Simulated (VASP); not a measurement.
Crystal: RbBr.

```
Rb Br
1.0
     0.02809    3.47161    3.47161
     3.47161    0.02809    3.47161
     3.47161    3.47161    0.02809
Rb Br
1 1
Direct
  0.00000 0.00000 0.00000
  0.50000 0.50000 0.50000
```

This cell differs from its parent crystal: epitaxial 111 strain -0.5%.

Base run:

```yaml
Program: VASP 6.6.1
Functional: HSE06
Potentials_or_basis: VASP PAW PBE potentials, release 64 (Rb_sv, Br)
Cutoff: 520 eV
k_mesh: 4 × 4 × 4
Occupations: gaussian, width 0.01 eV
Spin: no spin polarisation
```

Its results: band gap on the k mesh 5.44 eV; pressure 0.4 GPa.

Task: The run is repeated on the same cell with these changes: functional from HSE06 to PBE. What comes out?

Result: Band gap on the k mesh 4.29 eV; pressure 0.6 GPa.

Caveats: the PAW data sets were made with another functional, which shifts forces and pressure a little (at least some runs).

